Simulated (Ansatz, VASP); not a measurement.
# InP: VASP beside Ansatz

File INCAR:

```
  ALGO = Normal
  EDIFF = 1E-6
  ENCUT = 520
  GGA = PE
  ISIF = 2
  ISMEAR = 0
  LASPH = True
  LCHARG = False
  LREAL = False
  LWAVE = False
  NBANDS = 16
  NELM = 100
  PREC = Accurate
  SIGMA = 0.05
```

The input KPOINTS:

```
k-points
0
Gamma
  10 10 10
```

Contents of POSCAR:

```
InP
1.0
    0.0000000000      2.9353336906      2.9353336906
    2.9353336906      0.0000000000      2.9353336906
    2.9353336906      2.9353336906      0.0000000000
In P
1 1
Direct
    0.0000000000      0.0000000000      0.0000000000
    0.7500000000      0.7500000000      0.7500000000
```

Input for Ansatz:

```yaml
crystal:
  lattice:
    - [0.0, 2.9353336906, 2.9353336906]
    - [2.9353336906, 0.0, 2.9353336906]
    - [2.9353336906, 2.9353336906, 0.0]
  atoms:
    - { symbol: In, position: [0.0, 0.0, 0.0] }
    - { symbol: P, position: [0.75, 0.75, 0.75] }
basis:
  ecutwfc: 420
kpoints:
  mp_grid: { grid: [10, 10, 10] }
hamiltonian:
  xc: pbe
scf:
  occupations: { method: gaussian, width: 0.05 }
  convergence: { dr2_threshold: 1.0e-11 }
output:
  forces: true
  eigenvalues: true
  stress: true
```

Alike in both runs: task single point; functional PBE; k mesh 10 × 10 × 10; occupations gaussian, width 0.05 eV; no spin polarisation.

|  | VASP | Ansatz |
| --- | --- | --- |
| version | VASP 6.6.1 | Ansatz 0.2.0 |
| potentials or method | VASP PAW PBE potentials, release 64 (In_d, P), cutoff 520 eV | scalar-relativistic, plane waves, PAW |
| valence electrons in the cell | 18 | 18 |

```tsv
	VASP	Ansatz	Ansatz less VASP
gap on the k mesh at the Fermi level (eV)	0.69	0.69	+0.003
pressure (GPa)	2.9	3.0	+0.06
```
